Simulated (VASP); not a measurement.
# MgTiF4 (P1) in VASP: notebook

MgTiF4 is run at these levels: LDA; tasks: single point.

Program: VASP 6.6.1. These are calculated values, not measurements. Logs are shortened: lines on timing, memory, paths and dates and some standing lists are left out, and cuts for length are marked.

### 1 The cell of the first run

The typed cell holds 6 atoms: a = 3.603 Å, b = 3.603 Å, c = 5.113 Å, α = 90.00°, β = 90.00°, γ = 90.00°.

### 2 Single point, LDA

The input, INCAR:

```
SYSTEM = MgTiF4
ALGO = Normal
EDIFF = 1E-6
ENCUT = 520
GGA = CA
ISIF = 2
ISMEAR = 1
LASPH = .TRUE.
LCHARG = .TRUE.
LELF = .TRUE.
LREAL = .FALSE.
LVHAR = .TRUE.
LWAVE = .FALSE.
NBANDS = 30
NELM = 100
PREC = Accurate
SIGMA = 0.1
```

The input, KPOINTS:

```
k-points
0
G
  7 7 5
  0 0 0
```

The input, POSCAR:

```
MgTiF4
1.0
    3.6030380000      0.0000000000      0.0000000000
    0.0000000000      3.6030380000      0.0000000000
    0.0000000000      0.0000000000      5.1133740000
Ti Mg F
1 1 4
Direct
    0.4970620000      0.4972050000     -0.0039990000
   -0.0111790000      0.0019740000      0.4973870000
    0.0123330000      0.4962940000      0.2574930000
   -0.0018480000      0.5016820000      0.7475140000
    0.5051940000     -0.0005870000      0.7467130000
    0.4855740000     -0.0006890000      0.2526820000
```

Potentials or basis: VASP PAW LDA potentials, release 64 (Ti_sv, Mg, F).

Run with:

```bash
$ cat potpaw_LDA.64/Ti_sv/POTCAR potpaw_LDA.64/Mg/POTCAR potpaw_LDA.64/F/POTCAR > POTCAR
$ mpirun -np 1 vasp_std > vasp.out
```

OUTCAR:

```text
SYSTEM = MgTiF4
   EDIFF = 1E-6
   ENCUT = 520
   GGA = CA
   ISIF = 2
   ISMEAR = 1
   LASPH = .TRUE.
   LREAL = .FALSE.
   NELM = 100
   PREC = Accurate

 ion  position               nearest neighbor table
   1  0.497  0.497  0.996-   3 2.20   5 2.20   4 2.20   4 2.21   5 2.21   6 2.22   6 2.24   3 2.29

   2  0.989  0.002  0.497-   5 2.16   3 2.16   6 2.18   3 2.20   6 2.20   4 2.21   4 2.21   5 2.26

   3  0.012  0.496  0.257-   2 2.16   2 2.20   1 2.20   1 2.29
   4  0.998  0.502  0.748-   1 2.20   1 2.21   2 2.21   2 2.21
   5  0.505  0.999  0.747-   2 2.16   1 2.20   1 2.21   2 2.26
   6  0.486  0.999  0.253-   2 2.18   2 2.20   1 2.22   1 2.24

  LATTYP: Found a simple tetragonal cell.
 ALAT       =     3.6030380000
 C/A-ratio  =     1.4191840330

  Lattice vectors:

 A1 = (   3.6030380000,   0.0000000000,   0.0000000000)
 A2 = (   0.0000000000,   3.6030380000,   0.0000000000)
 A3 = (   0.0000000000,   0.0000000000,   5.1133740000)

Analysis of symmetry for initial positions (statically):
=====================================================================
 Subroutine PRICEL returns:
 Original cell was already a primitive cell.

 Routine SETGRP: Setting up the symmetry group for a
 simple tetragonal supercell.

 Subroutine GETGRP returns: Found  1 space group operations
 (whereof  1 operations were pure point group operations)
 out of a pool of 16 trial point group operations.

The static configuration has the point symmetry C_1 .

Analysis of symmetry for dynamics (positions and initial velocities):
=====================================================================
 Subroutine PRICEL returns:
 Original cell was already a primitive cell.

 Routine SETGRP: Setting up the symmetry group for a
 simple tetragonal supercell.

 Subroutine GETGRP returns: Found  1 space group operations
 (whereof  1 operations were pure point group operations)
 out of a pool of 16 trial point group operations.

The dynamic configuration has the point symmetry C_1 .

 Subroutine INISYM returns: Found  1 space group operations
 (whereof  1 operations are pure point group operations),
 and found     1 'primitive' translations

----------------------------------------------------------------------------------------

                                     Primitive cell

  volume of cell :      66.3812

  direct lattice vectors                    reciprocal lattice vectors
     3.603038000  0.000000000  0.000000000     0.277543562  0.000000000  0.000000000
     0.000000000  3.603038000  0.000000000     0.000000000  0.277543562  0.000000000
     0.000000000  0.000000000  5.113374000     0.000000000  0.000000000  0.195565589

  length of vectors
     3.603038000  3.603038000  5.113374000     0.277543562  0.277543562  0.195565589

  position of ions in fractional coordinates (direct lattice)
     0.497062000  0.497205000  0.996001000
     0.988821000  0.001974000  0.497387000
     0.012333000  0.496294000  0.257493000
     0.998152000  0.501682000  0.747514000
     0.505194000  0.999413000  0.746713000
     0.485574000  0.999311000  0.252682000

  ion indices of the primitive-cell ions
   primitive index   ion index
                 1           1
                 2           2
                 3           3
                 4           4
                 5           5
                 6           6

----------------------------------------------------------------------------------------

 KPOINTS: k-points

Automatic generation of k-mesh.
 Grid dimensions read from file:
 generate k-points for:    7    7    5

 Generating k-lattice:

  Cartesian coordinates                     Fractional coordinates (reciprocal lattice)
     0.039649080  0.000000000  0.000000000     0.142857143  0.000000000  0.000000000
     0.000000000  0.039649080  0.000000000     0.000000000  0.142857143  0.000000000
     0.000000000  0.000000000  0.039113118     0.000000000  0.000000000  0.200000000

  Length of vectors
     0.039649080  0.039649080  0.039113118

  Shift w.r.t. Gamma in fractional coordinates (k-lattice)
     0.000000000  0.000000000  0.000000000

 Subroutine IBZKPT returns following result:
 ===========================================

 Found    123 irreducible k-points:

 Following reciprocal coordinates:
            Coordinates               Weight
  0.000000  0.000000  0.000000      1.000000
  0.142857  0.000000  0.000000      2.000000
  0.000000  0.142857  0.000000      2.000000
  0.285714  0.000000  0.000000      2.000000
  0.000000  0.285714  0.000000      2.000000
  0.428571  0.000000  0.000000      2.000000
[... 16 lines left out ...]
  0.285714  0.428571  0.000000      2.000000
  0.428571  0.428571  0.000000      2.000000
 [... further k-points ...]
   k-points           NKPTS =    123   k-points in BZ     NKDIM =    123   number of bands    NBANDS=     30
   number of dos      NEDOS =    301   number of ions     NIONS =      6
   total plane-waves  NPLWV =  31360
   dimension x,y,z NGX =    28 NGY =   28 NGZ =   40
   dimension x,y,z NGXF=    56 NGYF=   56 NGZF=   80
   ions per type =               1   1   4
   NGX,Y,Z   is equivalent  to a cutoff of  12.92, 12.92, 13.00 a.u.
   NGXF,Y,Z  is equivalent  to a cutoff of  25.84, 25.84, 26.01 a.u.
 SYSTEM =  MgTiF4
   PREC   = accura    normal or accurate (medium, high low for compatibility)
   ISTART =      0    job   : 0-new  1-cont  2-samecut
   ICHARG =      2    charge: 1-file 2-atom 10-const
   ISPIN  =      1    spin polarized calculation?
   LNONCOLLINEAR =      F non collinear calculations
   LSORBIT =      F    spin-orbit coupling
   LASPH  =      T    aspherical Exc in radial PAW
   ENCUT  =  520.0 eV  38.22 Ry    6.18 a.u.   6.70  6.70  9.51*2*pi/ulx,y,z
   NELM   =    100;   NELMIN=  2; NELMDL= -5     # of ELM steps
   EDIFF  = 0.1E-05   stopping-criterion for ELM
   LREAL  =      F    real-space projection
   EDIFFG = 0.1E-04   stopping-criterion for IOM
   NSW    =      0    number of steps for IOM
   IBRION =     -1    ionic relax: 0-MD 1-quasi-New 2-CG
   NFREE  =      0    steps in history (QN), initial steepest desc. (CG)
   ISIF   =      2    stress and relaxation
   ISYM   =      2    0-nonsym 1-usesym 2-fastsym
   POTIM  = 0.5000    time-step for ionic-motion
   TEBEG  =    0.0;   TEEND  =   0.0 temperature during run
   PSTRESS=    0.0 pullay stress
   NELECT =      42.0000    total number of electrons
   NUPDOWN=      -1.0000    fix difference up-down
   EMIN   =  10.00;   EMAX   =-10.00  energy-range for DOS
   EFERMI =   0.00;   METHOD = LEGACY
   ISMEAR =     1;   SIGMA  =   0.10  broadening in eV -4-tet -1-fermi 0-gaus
   EFERMI_NEDOS =   21; number of points for ismear=-14 and -15
   IALGO  =     38    algorithm
   IMIX   =      4    mixing-type and parameters
     AMIX     =   0.40;   BMIX     =  1.00
     AMIX_MAG =   1.60;   BMIX_MAG =  1.00
  volume/ion in A,a.u.               =      11.06        74.66
  Fermi-wavevector in a.u.,A,eV,Ry     =   1.405431  2.655879 26.874719  1.975236
  Thomas-Fermi vector in A             =   2.527893
   LORBIT       =      0    0 simple, 1 ext, 2 COOP (PROOUT), +10 PAW based schemes
   GGA     = CA    functional components
   LHFCALC =     F    Hartree Fock is set to
   AEXX    =    0.0000 exact exchange contribution
   IVDW    =     0    specifies the selected vdW correction
   LEPSILON=     F    determine dielectric tensor
   LRPA    =     F    only Hartree local field effects (RPA)
 non-spin polarized calculation
 Methfessel and Paxton  Order N= 1 SIGMA  =   0.10
  energy-cutoff  :      520.00
  volume of cell :       66.38
 maximum number of plane-waves:      1806
   NGX = 13   NGY = 13   NGZ = 19

 number of electron      42.0000012 magnetization

 Free energy of the ion-electron system (eV)
  ---------------------------------------------------
  ext. energy  EPLUGINS =         0.00000000
  ---------------------------------------------------
  free energy    TOTEN  =       -37.68928512 eV

  energy without entropy =      -37.68482073  energy(sigma->0) =      -37.68779699

 E-fermi :   6.6860     XC(G=0): -11.0786

 val. band max:        6.6675878480   @ k =  -0.2857  -0.1429   0.4000
 cond. band min:       6.6881969910   @ k =   0.2857   0.1429   0.0000
 fundamental gap:      0.0206091430
 Fermi energy:         6.6860027794

 k-point     1 :       0.0000    0.0000    0.0000
  band No.  band energies     occupation
      1     -50.9657      2.00000
      2     -27.7261      2.00000
      3     -27.6509      2.00000
      4     -27.6434      2.00000
      5     -20.4940      2.00000
      6     -19.7234      2.00000
[... 22 lines left out ...]
     29      13.1496      0.00000
     30      14.9247      0.00000

 k-point     2 :       0.1429    0.0000    0.0000
  band No.  band energies     occupation
      1     -50.9650      2.00000
      2     -27.7227      2.00000
      3     -27.6634      2.00000
      4     -27.6501      2.00000
      5     -20.4239      2.00000
      6     -19.6973      2.00000
[... 22 lines left out ...]
     29      13.0130      0.00000
     30      14.8084      0.00000

 k-point     3 :       0.0000    0.1429    0.0000
  band No.  band energies     occupation
      1     -50.9650      2.00000
      2     -27.7194      2.00000
      3     -27.6750      2.00000
      4     -27.6422      2.00000
      5     -20.4226      2.00000
      6     -19.6961      2.00000
[... 22 lines left out ...]
     29      13.0080      0.00000
     30      14.7950      0.00000

 k-point     4 :       0.2857    0.0000    0.0000
  band No.  band energies     occupation
      1     -50.9632      2.00000
      2     -27.7380      2.00000
      3     -27.6842      2.00000
      4     -27.6482      2.00000
      5     -20.2401      2.00000
      6     -19.6341      2.00000
[... 616 lines left out ...]
     29      13.5910      0.00000
     30      14.6052      0.00000

 k-point    23 :       0.2857    0.4286    0.0000
  band No.  band energies     occupation
      1     -50.9592      2.00000
      2     -27.7671      2.00000
      3     -27.7273      2.00000
      4     -27.6532      2.00000
      5     -19.8613      2.00000
      6     -19.6997      2.00000
[... 22 lines left out ...]
     29      13.5984      0.00000
     30      14.5158      0.00000

 k-point    24 :       0.4286    0.4286    0.0000
  band No.  band energies     occupation
      1     -50.9577      2.00000
      2     -27.7660      2.00000
      3     -27.7639      2.00000
      4     -27.6437      2.00000
      5     -19.7644      2.00000
      6     -19.7072      2.00000
[... 22 lines left out ...]
     29      12.6972      0.00000
     30      13.8270      0.00000

 [... further k-points ...]
[... 5 lines left out ...]
  --------------------------------------------------------------------------------------
  -------------------------------------------------------------------------------------
  Total       -6.1632593     -6.0596277     -3.8486503     -0.0262851      0.0373503      0.0355096
  in kB     -148.7564410   -146.2551885    -92.8910334     -0.6344173      0.9014857      0.8570608
  external PRESSURE =    -129.3008877 kB  Pullay stress =       0.0000000 kB

 VOLUME and BASIS-vectors are now :
 -----------------------------------------------------------------------------
  energy-cutoff  :      520.00
  volume of cell :       66.38
      direct lattice vectors                 reciprocal lattice vectors
     3.603038000  0.000000000  0.000000000     0.277543562  0.000000000  0.000000000
     0.000000000  3.603038000  0.000000000     0.000000000  0.277543562  0.000000000
     0.000000000  0.000000000  5.113374000     0.000000000  0.000000000  0.195565589

 POSITION                                       TOTAL-FORCE (eV/Angst)
 -----------------------------------------------------------------------------------
      1.79093      1.79145      5.09293         0.101996      0.029429      0.283751
      3.56276      0.00711      2.54333         0.086357     -0.024370     -0.046288
      0.04444      1.78817      1.31666        -0.457375      0.054348      0.202758
      3.59638      1.80758      3.82232         0.049381     -0.025307     -0.335473
      1.82023      3.60092      3.81822        -0.118799      0.014683     -0.368382
      1.74954      3.60056      1.29206         0.338440     -0.048783      0.263632
 -----------------------------------------------------------------------------------
    total drift:                                0.000609      0.001006      0.001389

  FREE ENERGIE OF THE ION-ELECTRON SYSTEM (eV)
  ---------------------------------------------------
  free  energy   TOTEN  =       -37.6892851192 eV

  energy  without entropy=      -37.6848207255  energy(sigma->0) =      -37.68779699
```

It took 1.7 min on 1 thread of Intel Xeon 6975P-C (Granite Rapids), shared host; peak memory 0.32 GiB.

What came out:

```yaml
Free_energy: -37.6893 eV
Pressure: -12.9 GPa
Largest_force: 0.503 eV/Å
Band_gap_on_the_k_mesh: zero (bands 21 and 22 overlap by 0.25 eV)
```

Forces in eV/Å, atoms in the order of the input:
```
Ti   0.102  0.029  0.284
Mg   0.086 -0.024 -0.046
F   -0.457  0.054  0.203
F    0.049 -0.025 -0.335
F   -0.119  0.015 -0.368
F    0.338 -0.049  0.264
```

Caveat: the cell stands under tension; semilocal functionals often make such compounds metallic where correlation or magnetic order opens a gap, which also shifts bond lengths.

### 3 Single point, LDA

The input, INCAR:

```
SYSTEM = MgTiF4
ALGO = Normal
EDIFF = 1E-6
ENCUT = 520
GGA = CA
ISIF = 2
ISMEAR = 1
LASPH = .TRUE.
LCHARG = .FALSE.
LREAL = .FALSE.
LWAVE = .FALSE.
NBANDS = 30
NELM = 80
PREC = Accurate
SIGMA = 0.1
```

The input, KPOINTS:

```
k-points
0
G
  8 8 6
  0 0 0
```

POSCAR is that of step 2.

Potentials or basis: VASP PAW LDA potentials, release 64 (Ti_sv, Mg, F).

Run with:

```bash
$ cat potpaw_LDA.64/Ti_sv/POTCAR potpaw_LDA.64/Mg/POTCAR potpaw_LDA.64/F/POTCAR > POTCAR
$ mpirun -np 1 vasp_std > vasp.out
```

Run time: 2.5 min. Hardware: 1 thread of Intel Xeon 6975P-C (Granite Rapids), shared host; peak memory 0.42 GiB.

Results (log left out):

- Free energy: -37.6899 eV
- Pressure: -12.9 GPa
- Largest force: 0.497 eV/Å
- Band gap on the k mesh: zero (bands 21 and 22 overlap by 0.26 eV)

Forces in eV/Å, atoms in the order of the input:
```
Ti   0.101  0.029  0.284
Mg   0.086 -0.024 -0.046
F   -0.455  0.054  0.192
F    0.049 -0.025 -0.324
F   -0.118  0.015 -0.358
F    0.338 -0.049  0.253
```

Stress tensor (GPa, compression positive):
```
-14.77  -0.05   0.09
 -0.05 -14.53   0.09
  0.09   0.09  -9.30
```

Levels at points of the mesh, in eV from the Fermi level:
```
           k point  band 19  band 20  band 21  band 22  band 23  band 24
(0.00, 0.00, 0.00)    -7.07    -6.69    -0.65    -0.21     0.07     1.01
(0.50, 0.00, 0.00)    -7.16    -6.97    -0.11     0.07     0.76     0.94
(0.00, 0.50, 0.00)    -7.18    -6.96    -0.13     0.08     0.74     0.94
(0.50, 0.50, 0.00)    -6.72    -6.61    -0.52     0.18     0.76     0.77
(0.00, 0.00, 0.50)    -7.03    -7.02    -0.26     0.08     1.23     1.41
(0.50, 0.00, 0.50)    -8.10    -8.01     0.05     0.10     0.82     1.18
(0.00, 0.50, 0.50)    -8.10    -7.99     0.04     0.11     0.83     1.16
(0.50, 0.50, 0.50)    -6.82    -6.71    -0.28     0.31     0.60     0.61
```

Caveat: the cell stands under tension; semilocal functionals often make such compounds metallic where correlation or magnetic order opens a gap, which also shifts bond lengths.
